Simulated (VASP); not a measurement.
# SnSe (Pnma) in VASP: notebook, part 2 of 2

VASP 6.6.1. The steps go on from the part before.

## (3) Single point, PBEsol (27.74 Å³/atom)

This run uses another cell than the first one, of 27.74 Å³/atom.

Input file INCAR:

```
ALGO     = Normal         # electronic algorithm
EDIFF    = 1E-7           # SCF threshold, eV
ENCUT    = 520            # plane-wave cutoff, eV
GGA      = PS             # functional
ISIF     = 2              # what is computed and relaxed
ISMEAR   = -1             # smearing method
LASPH    = True           # aspherical terms in the spheres
LCHARG   = False          # write CHGCAR
LREAL    = False          # projectors in reciprocal space
LWAVE    = False          # write WAVECAR
NBANDS   = 50             # bands
NELM     = 80             # most SCF steps
PREC     = Accurate       # precision mode
SIGMA    = 0.05           # smearing width, eV
```

Input file KPOINTS:

```
k-points
0
Gamma
  3 6 6
```

Input file POSCAR:

```
SnSe
1.0
   11.5702803916      0.0000000000      0.0000000000
    0.0000000000      4.2451379020      0.0000000000
    0.0000000000      0.0000000000      4.5186909410
Sn Se
4 4
Direct
    0.8770000000      0.7500000000      0.9090000000
    0.6230000000      0.2500000000      0.4090000000
    0.3770000000      0.7500000000      0.5910000000
    0.1230000000      0.2500000000      0.0910000000
    0.6430000000      0.7500000000      0.9840000000
    0.8570000000      0.2500000000      0.4840000000
    0.1430000000      0.7500000000      0.5160000000
    0.3570000000      0.2500000000      0.0160000000
```

Potentials or basis: VASP PAW PBE potentials, release 64 (Sn_d, Se).

Launch:

```console
> cat potpaw_PBE.64/Sn_d/POTCAR potpaw_PBE.64/Se/POTCAR > POTCAR
> mpirun -np 1 vasp_std > vasp.out
```

OUTCAR:

```text
EDIFF = 1E-7
   ENCUT = 520
   GGA = PS
   ISIF = 2
   ISMEAR = -1
   LASPH = True
   LREAL = False
   NELM = 80
   PREC = Accurate

 ion  position               nearest neighbor table
   1  0.877  0.750  0.909-   5 2.73   6 2.87   6 2.87   4 3.64   4 3.64
   2  0.623  0.250  0.409-   6 2.73   5 2.87   5 2.87   3 3.64   3 3.64
   3  0.377  0.750  0.591-   7 2.73   8 2.87   8 2.87   2 3.64   2 3.64
   4  0.123  0.250  0.091-   8 2.73   7 2.87   7 2.87   1 3.64   1 3.64
   5  0.643  0.750  0.984-   1 2.73   2 2.87   2 2.87
   6  0.857  0.250  0.484-   2 2.73   1 2.87   1 2.87
   7  0.143  0.750  0.516-   3 2.73   4 2.87   4 2.87
   8  0.357  0.250  0.016-   4 2.73   3 2.87   3 2.87

  LATTYP: Found a simple orthorhombic cell.
 ALAT       =     4.2451379020
 B/A-ratio  =     1.0644391408
 C/A-ratio  =     2.7255369928

  Lattice vectors:

 A1 = (   0.0000000000,   4.2451379020,   0.0000000000)
 A2 = (   0.0000000000,   0.0000000000,   4.5186909410)
 A3 = (  11.5702803916,   0.0000000000,   0.0000000000)

Analysis of symmetry for initial positions (statically):
[... 195 lines left out ...]
  band No.  band energies     occupation
      1     -16.3304      2.00000
      2     -16.3244      2.00000
      3     -16.3212      2.00000
      4     -16.3210      2.00000
      5     -16.3195      2.00000
      6     -16.3167      2.00000
[... 1261 lines left out ...]
     49      10.0408      0.00000
     50      10.0420      0.00000

 [... further k-points ...]

------------------------ aborting loop because EDIFF is reached ----------------------------------------

  FORCE on cell =-STRESS in cart. coord.  units (eV):
  Direction    XX          YY          ZZ          XY          YZ          ZX
  --------------------------------------------------------------------------------------
  -------------------------------------------------------------------------------------
  Total       -1.2604104     -4.2486160     -4.4885977      0.0000000      0.0000000      0.0000000
  in kB       -9.0985928    -30.6697150    -32.4020835      0.0000000      0.0000000      0.0000000
  external PRESSURE =     -24.0567971 kB  Pullay stress =       0.0000000 kB

 VOLUME and BASIS-vectors are now :
 -----------------------------------------------------------------------------
  energy-cutoff  :      520.00
  volume of cell :      221.95
      direct lattice vectors                 reciprocal lattice vectors
    11.570280392  0.000000000  0.000000000     0.086428329  0.000000000  0.000000000
     0.000000000  4.245137902  0.000000000     0.000000000  0.235563608  0.000000000
     0.000000000  0.000000000  4.518690941     0.000000000  0.000000000  0.221303031

 POSITION                                       TOTAL-FORCE (eV/Angst)
 -----------------------------------------------------------------------------------
     10.14714      3.18385      4.10749         0.028804      0.000000     -0.156466
      7.20828      1.06128      1.84814        -0.028804     -0.000000     -0.156466
      4.36200      3.18385      2.67055         0.028804     -0.000000      0.156466
      1.42314      1.06128      0.41120        -0.028804     -0.000000      0.156466
      7.43969      3.18385      4.44639        -0.058020     -0.000000      0.142777
      9.91573      1.06128      2.18705         0.058020     -0.000000      0.142777
      1.65455      3.18385      2.33164        -0.058020      0.000000     -0.142777
      4.13059      1.06128      0.07230         0.058020      0.000000     -0.142777
 -----------------------------------------------------------------------------------
    total drift:                                0.000000     -0.000000      0.000000

  FREE ENERGIE OF THE ION-ELECTRON SYSTEM (eV)
  ---------------------------------------------------
  free  energy   TOTEN  =       -35.7941781958 eV

  energy  without entropy=      -35.7940211128  energy(sigma->0) =      -35.79409965
```

Run time: 3.9 min. Hardware: 1 thread of AMD EPYC 9R45 (Zen 5), shared host; peak memory 0.45 GiB.

What came out:

```
Free energy            : -35.7942 eV
Pressure               : -2.4 GPa
Largest force          : 0.159 eV/Å
Band gap on the k mesh : 0.50 eV (least direct gap 0.68 eV)
```

Forces in eV/Å, atoms in the order of the input:
```
Sn   0.029  0.000 -0.156
Sn  -0.029  0.000 -0.156
Sn   0.029  0.000  0.156
Sn  -0.029  0.000  0.156
Se  -0.058  0.000  0.143
Se   0.058  0.000  0.143
Se  -0.058  0.000 -0.143
Se   0.058  0.000 -0.143
```

Levels at points of the mesh, in eV from the valence-band top:
```csv
k point,band 36,band 37,band 38,band 39,band 40,band 41,band 42,band 43,band 44,band 45
"(0.00, 0.00, 0.00)",-1.68,-1.41,-1.14,-0.71,-0.51,0.80,2.89,3.04,3.10,3.29
"(0.00, 0.50, 0.00)",-1.57,-0.97,-0.97,-0.72,-0.72,0.92,0.92,1.27,1.27,1.68
"(0.00, 0.00, 0.50)",-1.36,-0.75,-0.75,-0.32,-0.32,1.22,1.22,1.53,1.53,1.61
"(0.00, 0.50, 0.50)",-2.99,-2.11,-2.11,-1.42,-1.42,2.80,2.80,3.05,3.05,4.80
```

Caveat: the PAW data sets were made with another functional, which shifts forces and pressure a little; spin-orbit coupling is left out, which moves the levels of the heavy elements; an odd mesh through Γ misses points on the zone boundary, where band edges can lie.

## (4) Comparison with measurements

Step 2. Measured gap of SnSe: 0.99 eV (indirect; 20 K; “Linear dichroism of the optical properties of SnS and SnSe van der Waals crystals”, 2024, arxiv:2409.17412). This calculation gives 0.46 eV (-0.53 eV). 2 values of this kind are on record (0.89 to 0.99 eV); this one was drawn at random. Spin-orbit coupling on Se, Sn is left out. The value is that of PBE+D3(BJ) on a finite k mesh, which can miss the band edges, without temperature or zero-point motion. Semilocal functionals fall short of measured gaps as a rule.
